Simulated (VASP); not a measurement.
# Cu in VASP: relaxation of the atoms with PBE

Aim: the relaxation of the atoms of Cu with PBE.

Program: VASP 6.6.1. These are calculated values, not measurements. Logs are shortened: lines on timing, memory, paths and dates and some standing lists are left out, and cuts for length are marked.

### 1 The cell of the first run

The cell holds a slab with vacuum, 6 atoms: a = 2.567 Å, b = 2.567 Å, c = 25.478 Å, α = 90.00°, β = 90.00°, γ = 120.00°.

### 2 Relaxation of the atoms, PBE

The input, INCAR:

```
ALGO = Fast
DIPOL = 0.5 0.5 0.500
EDIFF = 1E-6
EDIFFG = -0.02
ENCUT = 520
GGA = PE
IBRION = 2
IDIPOL = 3
ISIF = 2
ISMEAR = 0
LASPH = True
LCHARG = False
LDIPOL = True
LREAL = False
LWAVE = False
NELM = 100
NSW = 80
PREC = Accurate
SIGMA = 0.1
```

The input, KPOINTS:

```
k-points
0
Gamma
  15 15 1
```

The input, POSCAR:

```
Cu
1.0
    2.5666581864      0.0000000000      0.0000000000
   -1.2833290932      2.2227911922      0.0000000000
    0.0000000000      0.0000000000     25.4783381679
Cu
6
Direct
    0.6666666667      0.3333333333      0.2943677076
    0.3333333333      0.6666666667      0.3766206246
    0.0000000000      0.0000000000      0.4588735415
    0.6666666667      0.3333333333      0.5411264585
    0.3333333333      0.6666666667      0.6233793754
    0.0000000000      0.0000000000      0.7056322924
```

Potentials or basis: VASP PAW PBE potentials, release 64 (Cu).

Run with:

```bash
cat potpaw_PBE.64/Cu/POTCAR > POTCAR
mpirun -np 1 vasp_std > vasp.out
```

OUTCAR:

```text
EDIFF = 1E-6
   EDIFFG = -0.02
   ENCUT = 520
   GGA = PE
   IBRION = 2
   ISIF = 2
   ISMEAR = 0
   LASPH = True
   LREAL = False
   NELM = 100
   NSW = 80
   PREC = Accurate

 ion  position               nearest neighbor table
   1  0.667  0.333  0.294-   2 2.57   2 2.57   2 2.57
   2  0.333  0.667  0.377-   3 2.57   3 2.57   3 2.57   1 2.57   1 2.57   1 2.57
   3  0.000  0.000  0.459-   2 2.57   2 2.57   2 2.57   4 2.57   4 2.57   4 2.57
   4  0.667  0.333  0.541-   5 2.57   5 2.57   5 2.57   3 2.57   3 2.57   3 2.57
   5  0.333  0.667  0.623-   4 2.57   4 2.57   4 2.57   6 2.57   6 2.57   6 2.57
   6  0.000  0.000  0.706-   5 2.57   5 2.57   5 2.57

  LATTYP: Found a hexagonal cell.
 ALAT       =     2.5666581864
 C/A-ratio  =     9.9266580579

  Lattice vectors:

 A1 = (   2.5666581864,   0.0000000000,   0.0000000000)
 A2 = (  -1.2833290932,   2.2227911922,   0.0000000000)
 A3 = (   0.0000000000,   0.0000000000,  25.4783381679)

Analysis of symmetry for initial positions (statically):
=====================================================================
 Subroutine PRICEL returns:
 Original cell was already a primitive cell.

 Routine SETGRP: Setting up the symmetry group for a
 hexagonal supercell.

 Subroutine GETGRP returns: Found 12 space group operations
 (whereof  6 operations were pure point group operations)
 out of a pool of 24 trial point group operations.

The static configuration has the point symmetry C_3v.
 The point group associated with its full space group is D_3d.

Analysis of symmetry for dynamics (positions and initial velocities):
=====================================================================
 Subroutine PRICEL returns:
 Original cell was already a primitive cell.

 Routine SETGRP: Setting up the symmetry group for a
 hexagonal supercell.

 Subroutine GETGRP returns: Found 12 space group operations
 (whereof  6 operations were pure point group operations)
 out of a pool of 24 trial point group operations.

The dynamic configuration has the point symmetry C_3v.
 The point group associated with its full space group is D_3d.

 Subroutine INISYM returns: Found 12 space group operations
 (whereof  6 operations are pure point group operations),
 and found     1 'primitive' translations

----------------------------------------------------------------------------------------

                                     Primitive cell

  volume of cell :     145.3576

[... 112 lines left out ...]
   EFERMI_NEDOS =   21; number of points for ismear=-14 and -15
   IALGO  =     68    algorithm
   IMIX   =      4    mixing-type and parameters
     AMIX     =   0.40;   BMIX     =  1.00
     AMIX_MAG =   1.60;   BMIX_MAG =  1.00
  volume/ion in A,a.u.               =      24.23       163.49
  Fermi-wavevector in a.u.,A,eV,Ry     =   1.258279  2.377802 21.541635  1.583266
  Thomas-Fermi vector in A             =   2.391896
   LORBIT       =      0    0 simple, 1 ext, 2 COOP (PROOUT), +10 PAW based schemes
   GGA     = PE    functional components
   LHFCALC =     F    Hartree Fock is set to
   AEXX    =    0.0000 exact exchange contribution
   IVDW    =     0    specifies the selected vdW correction
   LEPSILON=     F    determine dielectric tensor
   LRPA    =     F    only Hartree local field effects (RPA)
 conjugate gradient relaxation of ions
 non-spin polarized calculation
 RMM-DIIS sequential band-by-band and
 Gauss-broadening in eV      SIGMA  =   0.10
  energy-cutoff  :      520.00
  volume of cell :      145.36
 maximum number of plane-waves:      3946
 NGX is ok and might be reduce to    20
   NGX =  9   NGY =  9   NGZ = 95

 dipolmoment           0.000000      0.000000     -0.000000 electrons x Angstroem

--------------------------------------- Ionic step        1  -------------------------------------------

 number of electron      66.0000020 magnetization

 Free energy of the ion-electron system (eV)
  ---------------------------------------------------
  ext. energy  EPLUGINS =         0.00000000
  ---------------------------------------------------
  free energy    TOTEN  =       -21.43389073 eV

  energy without entropy =      -21.41671891  energy(sigma->0) =      -21.42530482

------------------------ aborting loop because EDIFF is reached ----------------------------------------

  FORCE on cell =-STRESS in cart. coord.  units (eV):
  Direction    XX          YY          ZZ          XY          YZ          ZX
  --------------------------------------------------------------------------------------
  -------------------------------------------------------------------------------------
  Total       -1.0872514     -1.0872514     -0.1105732      0.0000000      0.0000000      0.0000000
  in kB      -11.9840269    -11.9840269     -1.2187724      0.0000000      0.0000000      0.0000000
  external PRESSURE =      -8.3956087 kB  Pullay stress =       0.0000000 kB
[... 67 lines left out ...]
--------------------------------------- Ionic step        3  -------------------------------------------

 number of electron      66.0000022 magnetization

 dipolmoment           0.000000      0.000000      0.000001 electrons x Angstroem

 Free energy of the ion-electron system (eV)
  ---------------------------------------------------
  ext. energy  EPLUGINS =         0.00000000
  ---------------------------------------------------
  free energy    TOTEN  =       -21.43477857 eV

  energy without entropy =      -21.41780641  energy(sigma->0) =      -21.42629249

 E-fermi :   1.2870     XC(G=0):  -6.9439

 val. band max:        1.2567314317   @ k =   0.3333   0.1333   0.0000
 cond. band min:       1.2906594798   @ k =   0.2667   0.2000   0.0000
 fundamental gap:      0.0339280481
 Fermi energy:         1.2870224945

 k-point     1 :       0.0000    0.0000    0.0000
  band No.  band energies     occupation
      1      -7.7564      2.00000
      2      -7.1290      2.00000
      3      -6.1218      2.00000
      4      -4.9571      2.00000
      5      -4.0347      2.00000
      6      -3.7443      2.00000
[... 997 lines left out ...]
     38       6.5183      0.00000
     39       7.3613      0.00000

 [... further k-points ...]

------------------------ aborting loop because EDIFF is reached ----------------------------------------

 vacuum level on the upper side and lower side of the slab       (xc-potential included)        -0.039        -0.039

  FORCE on cell =-STRESS in cart. coord.  units (eV):
  Direction    XX          YY          ZZ          XY          YZ          ZX
  --------------------------------------------------------------------------------------
  -------------------------------------------------------------------------------------
  Total       -0.9687044     -0.9687044      0.0426405      0.0000000      0.0000000      0.0000000
  in kB      -10.6773640    -10.6773640      0.4699972      0.0000000      0.0000000      0.0000000
  external PRESSURE =      -6.9615769 kB  Pullay stress =       0.0000000 kB
[... 21 lines left out ...]
  FREE ENERGIE OF THE ION-ELECTRON SYSTEM (eV)
  ---------------------------------------------------
  free  energy   TOTEN  =       -21.4347785737 eV

  energy  without entropy=      -21.4178064079  energy(sigma->0) =      -21.42629249

 reached required accuracy - stopping structural energy minimisation

 vacuum level on the upper side and lower side of the slab         6.032         6.032
```

OSZICAR:

```text
N       E                     dE             d eps       ncg     rms          rms(c)
DAV:   1     0.582432410067E+03    0.58243E+03   -0.29923E+04  2106   0.241E+03
DAV:   2     0.387685330203E+02   -0.54366E+03   -0.52891E+03  2106   0.449E+02
DAV:   3    -0.240103504061E+02   -0.62779E+02   -0.58233E+02  2225   0.208E+02
[... 36 lines left out ...]
RMM:   5    -0.214348253057E+02   -0.41082E-05   -0.35756E-05  2254   0.363E-02    0.461E-02
RMM:   6    -0.214347899990E+02    0.35307E-04   -0.26482E-05  2148   0.558E-02    0.341E-02
RMM:   7    -0.214347801786E+02    0.98204E-05   -0.41915E-05  2729   0.456E-02    0.209E-02
RMM:   8    -0.214347790365E+02    0.11421E-05   -0.52050E-06  1492   0.196E-02    0.173E-02
RMM:   9    -0.214347785737E+02    0.46281E-06   -0.15370E-06  1213   0.140E-02
   3 F= -.21434779E+02 E0= -.21426292E+02  d E =-.887842E-03
```

CONTCAR:

```text
Cu
   1.00000000000000
     2.5666581864000002    0.0000000000000000    0.0000000000000000
    -1.2833290932000001    2.2227911921999999    0.0000000000000000
     0.0000000000000000    0.0000000000000000   25.4783381678999987
  Cu
     6
Direct
     0.6666666667000030    0.3333333332999970    0.2946200658364452
     0.3333333332999970    0.6666666667000030    0.3763707090560080
     0.0000000000000000    0.0000000000000000    0.4585362904591410
     0.6666666667000030    0.3333333332999970    0.5414637095408590
     0.3333333332999970    0.6666666667000030    0.6236292909439921
     0.0000000000000000    0.0000000000000000    0.7053799341635548

  0.00000000E+00  0.00000000E+00  0.00000000E+00
  0.00000000E+00  0.00000000E+00  0.00000000E+00
  0.00000000E+00  0.00000000E+00  0.00000000E+00
  0.00000000E+00  0.00000000E+00  0.00000000E+00
  0.00000000E+00  0.00000000E+00  0.00000000E+00
  0.00000000E+00  0.00000000E+00  0.00000000E+00
```

Run time: 9.6 min. Hardware: 1 thread of Oxide Virtual Turin-like, shared host; peak memory 0.29 GiB.

What came out:

| Property | Result |
| --- | --- |
| Free energy | -21.4348 eV |
| Energy gained by relaxing | 0.1 meV/atom |
| Ionic steps | 3 |
| Largest force after relaxing | 0.013 eV/Å |
| Band gap on the k mesh | zero (bands 33 and 34 overlap by 4.93 eV) |

Forces in eV/Å, atoms in the order of the input:
```
Cu   0.000  0.000 -0.001
Cu   0.000  0.000 -0.007
Cu   0.000  0.000  0.013
Cu   0.000  0.000 -0.013
Cu   0.000  0.000  0.007
Cu   0.000  0.000  0.001
```

Step by step:
```
step  energy change (eV)  largest force (eV/Å)  pressure (GPa)
   1              0.0000                0.0558           -0.84
   2             -0.0005                0.0354           -0.83
   3             -0.0009                0.0128           -0.70
```

Final structure:
```yaml
crystal:
  lattice:
    - [2.56666, 0.00000, 0.00000]
    - [-1.28333, 2.22279, 0.00000]
    - [0.00000, 0.00000, 25.47834]
  atoms:
    - { symbol: Cu, position: [0.66667, 0.33333, 0.29462] }
    - { symbol: Cu, position: [0.33333, 0.66667, 0.37637] }
    - { symbol: Cu, position: [0.00000, 0.00000, 0.45854] }
    - { symbol: Cu, position: [0.66667, 0.33333, 0.54146] }
    - { symbol: Cu, position: [0.33333, 0.66667, 0.62363] }
    - { symbol: Cu, position: [0.00000, 0.00000, 0.70538] }
```

Levels at points of the mesh, in eV from the Fermi level:
```csv
k point,band 31,band 32,band 33,band 34,band 35,band 36,band 37,band 38
"(0.00, 0.00, 0.00)",-1.84,-1.62,-1.62,-1.58,-1.58,-0.80,-0.30,4.19
```

The gap in the log of VASP goes by the Fermi energy; the results here count the filled bands.